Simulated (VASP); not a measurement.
# BaTiO3 (P1) in VASP: single point with PBE

Aim: the single point of BaTiO3 with PBE.

All numbers are computed with VASP 6.6.1; they aren't measurements. Logs are shortened: lines on timing, memory, paths and dates and some standing lists are left out, and cuts for length are marked.

### Step 1. The cell of the first run

The typed cell holds 10 atoms: a = 5.655 Å, b = 5.655 Å, c = 5.670 Å, α = 60.09°, β = 60.09°, γ = 60.00°.

### Step 2. Single point, PBE

INCAR reads:

```
SYSTEM = BaTiO3
PREC     = Accurate       ! precision mode
ENCUT    = 520            ! plane-wave cutoff, eV
EDIFF    = 1E-6           ! SCF threshold, eV
ISMEAR   = -1             ! smearing method
SIGMA    = 0.05           ! smearing width, eV
LREAL    = .False.        ! projectors in reciprocal space
LASPH    = .True.         ! aspherical terms in the spheres
NELM     = 80             ! most SCF steps
ALGO     = Normal         ! electronic algorithm
ISIF     = 2              ! what is computed and relaxed
LWAVE    = .False.        ! write WAVECAR
LCHARG   = .False.        ! write CHGCAR
GGA      = PE             ! functional
NBANDS   = 51             ! bands
```

KPOINTS reads:

```
regular mesh
0
Gamma
  4 4 4
  0 0 0
```

POSCAR reads:

```
BaTiO3
1.0
    2.8276681600     -4.8976649200      0.0000000000
    5.6553363200      0.0000000000      0.0000000000
    2.8276681600     -1.6325549700      4.6354632200
Ba Ti O
2 2 6
Direct
    0.9177924700      0.9677509100      0.9738373600
    0.5774295100      0.6545572300      0.3489314600
    0.8554444300      0.7046525900      0.7824091600
    0.2254501000      0.1942032400      0.3459340700
    0.1078378300      0.4659246800      0.9425172400
    0.5268240400      0.0623520400      0.3607577300
    0.6266454800      0.3989537400      0.0195656800
    0.8613690900      0.0487807000      0.5609802200
    0.5045799500      0.9888950700      0.0529161400
    0.8179271000      0.5352298000      0.5482509300
```

Potentials or basis: VASP PAW PBE potentials, release 64 (Ba_sv, Ti_sv, O).

Command:

```bash
$ cat potpaw_PBE.64/Ba_sv/POTCAR potpaw_PBE.64/Ti_sv/POTCAR potpaw_PBE.64/O/POTCAR > POTCAR
$ mpirun -np 1 vasp_std > vasp.out
```

OUTCAR:

```text
SYSTEM = BaTiO3
   PREC = Accurate
   ENCUT = 520
   EDIFF = 1E-6
   ISMEAR = -1
   LREAL = .False.
   LASPH = .True.
   NELM = 80
   ISIF = 2
   GGA = PE

 ion  position               nearest neighbor table
   1  0.918  0.968  0.974-   9 2.10   7 2.22   6 2.27   8 2.31   3 2.46   5 2.55   2 2.63  10 2.87
                            10 2.92   4 2.97   4 3.30   3 3.62   4 3.67   2 4.01   2 4.12   2 4.37
   2  0.577  0.655  0.349-   9 1.82  10 1.85   6 2.21   1 2.63   4 2.68   3 2.71   7 2.73   5 2.79
                             8 2.84   5 3.14   4 3.26   3 3.51   3 3.69   1 4.01   1 4.12   1 4.37
   3  0.855  0.705  0.782-   5 1.68   8 1.72  10 2.12   7 2.16   9 2.26   1 2.46   2 2.71   2 3.51
                             1 3.62   2 3.69
   4  0.225  0.194  0.346-   6 1.51   9 2.02   8 2.14   5 2.24  10 2.34   2 2.68   1 2.97   2 3.26
                             1 3.30   1 3.67
   5  0.108  0.466  0.943-   3 1.68   4 2.24   1 2.55   2 2.79   2 3.14
   6  0.527  0.062  0.361-   4 1.51   2 2.21   1 2.27
   7  0.627  0.399  0.020-   3 2.16   1 2.22   2 2.73
   8  0.861  0.049  0.561-   3 1.72   4 2.14   1 2.31   2 2.84
   9  0.505  0.989  0.053-   2 1.82   4 2.02   1 2.10   3 2.26
  10  0.818  0.535  0.548-   2 1.85   3 2.12   4 2.34   1 2.87   1 2.92

  LATTYP: Found a trigonal (rhomboedric) cell.
 ALAT       =     5.6699613975
 COS(alpha) =     0.5025760694

  Lattice vectors:

 A1 = (  -0.0000000000,   3.2651099500,   4.6354632200)
 A2 = (  -2.8276681600,  -1.6325549700,   4.6354632200)
 A3 = (   2.8276681600,  -1.6325549700,   4.6354632200)

Analysis of symmetry for initial positions (statically):
=====================================================================
 Subroutine PRICEL returns:
 Original cell was already a primitive cell.

 Routine SETGRP: Setting up the symmetry group for a
 trigonal (rhombohedral) supercell.

 Subroutine GETGRP returns: Found  1 space group operations
 (whereof  1 operations were pure point group operations)
 out of a pool of 12 trial point group operations.

The static configuration has the point symmetry C_1 .

Analysis of symmetry for dynamics (positions and initial velocities):
=====================================================================
 Subroutine PRICEL returns:
 Original cell was already a primitive cell.

 Routine SETGRP: Setting up the symmetry group for a
 trigonal (rhombohedral) supercell.

 Subroutine GETGRP returns: Found  1 space group operations
 (whereof  1 operations were pure point group operations)
 out of a pool of 12 trial point group operations.

The dynamic configuration has the point symmetry C_1 .

 Subroutine INISYM returns: Found  1 space group operations
 (whereof  1 operations are pure point group operations),
 and found     1 'primitive' translations

----------------------------------------------------------------------------------------

                                     Primitive cell

  volume of cell :     128.3928

  direct lattice vectors                    reciprocal lattice vectors
     2.827668160 -4.897664920  0.000000000     0.000000000 -0.204178933 -0.071909390
     5.655336320  0.000000000  0.000000000     0.176824143  0.102089467 -0.071909390
     2.827668160 -1.632554970  4.635463220     0.000000000  0.000000000  0.215728171

  length of vectors
     5.655336320  5.655336320  5.669961395     0.216471701  0.216471701  0.215728171

  position of ions in fractional coordinates (direct lattice)
     0.917792470  0.967750910  0.973837360
     0.577429510  0.654557230  0.348931460
     0.855444430  0.704652590  0.782409160
     0.225450100  0.194203240  0.345934070
     0.107837830  0.465924680  0.942517240
     0.526824040  0.062352040  0.360757730
     0.626645480  0.398953740  0.019565680
     0.861369090  0.048780700  0.560980220
     0.504579950  0.988895070  0.052916140
     0.817927100  0.535229800  0.548250930

  ion indices of the primitive-cell ions
   primitive index   ion index
                 1           1
                 2           2
                 3           3
                 4           4
                 5           5
                 6           6
                 7           7
                 8           8
                 9           9
                10          10

----------------------------------------------------------------------------------------

 KPOINTS: regular mesh

Automatic generation of k-mesh.
 Grid dimensions read from file:
 generate k-points for:    4    4    4

 Generating k-lattice:

  Cartesian coordinates                     Fractional coordinates (reciprocal lattice)
     0.000000000 -0.051044733 -0.017977348     0.250000000  0.000000000  0.000000000
     0.044206036  0.025522367 -0.017977348    -0.000000000  0.250000000 -0.000000000
     0.000000000  0.000000000  0.053932043     0.000000000  0.000000000  0.250000000

  Length of vectors
     0.054117925  0.054117925  0.053932043

  Shift w.r.t. Gamma in fractional coordinates (k-lattice)
     0.000000000  0.000000000  0.000000000

 Subroutine IBZKPT returns following result:
 ===========================================

 Found     36 irreducible k-points:

 Following reciprocal coordinates:
            Coordinates               Weight
  0.000000  0.000000  0.000000      1.000000
  0.250000  0.000000  0.000000      2.000000
  0.000000  0.250000 -0.000000      2.000000
 -0.250000 -0.250000 -0.250000      2.000000
  0.500000  0.000000  0.000000      1.000000
  0.000000  0.500000 -0.000000      1.000000
[... 16 lines left out ...]
  0.000000  0.000000  0.250000      2.000000
  0.500000  0.000000  0.250000      2.000000
 [... further k-points ...]
   k-points           NKPTS =     36   k-points in BZ     NKDIM =     36   number of bands    NBANDS=     51
   number of dos      NEDOS =    301   number of ions     NIONS =     10
   total plane-waves  NPLWV =  74088
   dimension x,y,z NGX =    42 NGY =   42 NGZ =   42
   dimension x,y,z NGXF=    84 NGYF=   84 NGZF=   84
   ions per type =               2   2   6
   NGX,Y,Z   is equivalent  to a cutoff of  12.35, 12.35, 12.31 a.u.
   NGXF,Y,Z  is equivalent  to a cutoff of  24.69, 24.69, 24.63 a.u.
 SYSTEM =  BaTiO3
   PREC   = accura    normal or accurate (medium, high low for compatibility)
   ISTART =      0    job   : 0-new  1-cont  2-samecut
   ICHARG =      2    charge: 1-file 2-atom 10-const
   ISPIN  =      1    spin polarized calculation?
   LNONCOLLINEAR =      F non collinear calculations
   LSORBIT =      F    spin-orbit coupling
   LASPH  =      T    aspherical Exc in radial PAW
   ENCUT  =  520.0 eV  38.22 Ry    6.18 a.u.  10.52 10.52 10.54*2*pi/ulx,y,z
   NELM   =     80;   NELMIN=  2; NELMDL= -5     # of ELM steps
   EDIFF  = 0.1E-05   stopping-criterion for ELM
   LREAL  =      F    real-space projection
   EDIFFG = 0.1E-04   stopping-criterion for IOM
   NSW    =      0    number of steps for IOM
   IBRION =     -1    ionic relax: 0-MD 1-quasi-New 2-CG
   NFREE  =      0    steps in history (QN), initial steepest desc. (CG)
   ISIF   =      2    stress and relaxation
   ISYM   =      2    0-nonsym 1-usesym 2-fastsym
   POTIM  = 0.5000    time-step for ionic-motion
   TEBEG  =    0.0;   TEEND  =   0.0 temperature during run
   PSTRESS=    0.0 pullay stress
   NELECT =      80.0000    total number of electrons
   NUPDOWN=      -1.0000    fix difference up-down
   EMIN   =  10.00;   EMAX   =-10.00  energy-range for DOS
   EFERMI =   0.00;   METHOD = LEGACY
   ISMEAR =    -1;   SIGMA  =   0.05  broadening in eV -4-tet -1-fermi 0-gaus
   EFERMI_NEDOS =   21; number of points for ismear=-14 and -15
   IALGO  =     38    algorithm
   IMIX   =      4    mixing-type and parameters
     AMIX     =   0.40;   BMIX     =  1.00
     AMIX_MAG =   1.60;   BMIX_MAG =  1.00
  volume/ion in A,a.u.               =      12.84        86.64
  Fermi-wavevector in a.u.,A,eV,Ry     =   1.398271  2.642349 26.601582  1.955161
  Thomas-Fermi vector in A             =   2.521445
   LORBIT       =      0    0 simple, 1 ext, 2 COOP (PROOUT), +10 PAW based schemes
   GGA     = PE    functional components
[... 5 lines left out ...]
 non-spin polarized calculation
  energy-cutoff  :      520.00
  volume of cell :      128.39
 maximum number of plane-waves:      3487
   NGX = 21   NGY = 21   NGZ = 21

 number of electron      79.9999997 magnetization

 Free energy of the ion-electron system (eV)
  ---------------------------------------------------
  ext. energy  EPLUGINS =         0.00000000
  ---------------------------------------------------
  free energy    TOTEN  =       -52.04180973 eV

  energy without entropy =      -52.03911882  energy(sigma->0) =      -52.04046427

 E-fermi :   5.6595     XC(G=0): -10.8778

 val. band max:        5.5038280806   @ k =   0.0000   0.5000  -0.0000
 cond. band min:       5.8664496522   @ k =  -0.2500   0.0000  -0.2500
 fundamental gap:      0.3626215716
 Fermi energy:         5.6594990315

 k-point     1 :       0.0000    0.0000    0.0000
  band No.  band energies     occupation
      1     -52.5073      2.00000
      2     -52.1216      2.00000
      3     -29.7020      2.00000
      4     -28.8135      2.00000
      5     -28.7941      2.00000
      6     -28.7057      2.00000
[... 43 lines left out ...]
     50       9.8554      0.00000
     51      10.0688      0.00000

 k-point     2 :       0.2500    0.0000    0.0000
  band No.  band energies     occupation
      1     -52.5073      2.00000
      2     -52.1216      2.00000
      3     -29.7064      2.00000
      4     -28.8108      2.00000
      5     -28.7967      2.00000
      6     -28.7073      2.00000
[... 43 lines left out ...]
     50       9.8972      0.00000
     51      10.1046      0.00000

 k-point     3 :       0.0000    0.2500   -0.0000
  band No.  band energies     occupation
      1     -52.5073      2.00000
      2     -52.1216      2.00000
      3     -29.7053      2.00000
      4     -28.8115      2.00000
      5     -28.7921      2.00000
      6     -28.7107      2.00000
[... 1123 lines left out ...]
     50      10.0343      0.00000
     51      10.4318      0.00000

 k-point    24 :       0.5000    0.0000    0.2500
  band No.  band energies     occupation
      1     -52.5072      2.00000
      2     -52.1216      2.00000
      3     -29.7106      2.00000
      4     -28.8099      2.00000
      5     -28.7973      2.00000
      6     -28.7113      2.00000
[... 43 lines left out ...]
     50       9.9049      0.00000
     51      10.0844      0.00000

 [... further k-points ...]
[... 5 lines left out ...]
  --------------------------------------------------------------------------------------
  -------------------------------------------------------------------------------------
  Total       58.1113226     66.2545757     61.7022207     -2.6009214    -21.4650011     -8.2831314
  in kB      725.1547504    826.7721025    769.9645516    -32.4561625   -267.8556746   -103.3628528
  external PRESSURE =     773.9638015 kB  Pullay stress =       0.0000000 kB

 VOLUME and BASIS-vectors are now :
 -----------------------------------------------------------------------------
  energy-cutoff  :      520.00
  volume of cell :      128.39
      direct lattice vectors                 reciprocal lattice vectors
     2.827668160 -4.897664920  0.000000000     0.000000000 -0.204178933 -0.071909390
     5.655336320  0.000000000  0.000000000     0.176824143  0.102089467 -0.071909390
     2.827668160 -1.632554970  4.635463220     0.000000000  0.000000000  0.215728171

 POSITION                                       TOTAL-FORCE (eV/Angst)
 -----------------------------------------------------------------------------------
     10.82186     -6.08488      4.51419        11.098084    -11.893277     -1.817545
      6.32118     -3.39771      1.61746       -22.419058      4.644645     12.469098
      8.61635     -5.46701      3.62683       -10.102944      5.142400     -1.873110
      2.71397     -1.66894      1.60356         2.319228     12.168231     -5.197413
      5.60502     -2.06686      4.36900        -0.539743     -2.943944      0.973202
      2.86241     -3.16916      1.67228         5.534948     -8.075034      8.483373
      4.08349     -3.10104      0.09070         4.980695      2.680256     -0.163293
      4.29780     -5.13453      2.60040         1.050279     -1.015806     -4.977777
      7.16895     -2.55765      0.24529         2.766801     13.419983    -12.019674
      6.89000     -4.90098      2.54140         5.311710    -14.127453      4.123137
 -----------------------------------------------------------------------------------
    total drift:                               -0.000163     -0.000942     -0.000352

  FREE ENERGIE OF THE ION-ELECTRON SYSTEM (eV)
  ---------------------------------------------------
  free  energy   TOTEN  =       -52.0418097292 eV

  energy  without entropy=      -52.0391188177  energy(sigma->0) =      -52.04046427
```

Wall time 7.1 min (1 thread of Intel Xeon Platinum 8259CL at 2.50GHz (Skylake/Cascade Lake), shared host); peak memory 0.38 GiB.

Results:

```yaml
Free_energy: -52.0418 eV
Pressure: 77.4 GPa
Largest_force: 26.070 eV/Å
Band_gap_on_the_k_mesh: 0.36 eV, indirect (least direct gap 0.45 eV)
```

Forces in eV/Å, atoms in the order of the input:
```
Ba   11.098 -11.893  -1.818
Ba  -22.419   4.645  12.469
Ti  -10.103   5.142  -1.873
Ti    2.319  12.168  -5.197
O    -0.540  -2.944   0.973
O     5.535  -8.075   8.483
O     4.981   2.680  -0.163
O     1.050  -1.016  -4.978
O     2.767  13.420 -12.020
O     5.312 -14.127   4.123
```

Caveat: spin-orbit coupling is left out, which moves the levels of the heavy elements; forces of over 1 eV/Å act on the atoms, so gaps and moduli don't describe the material at rest.
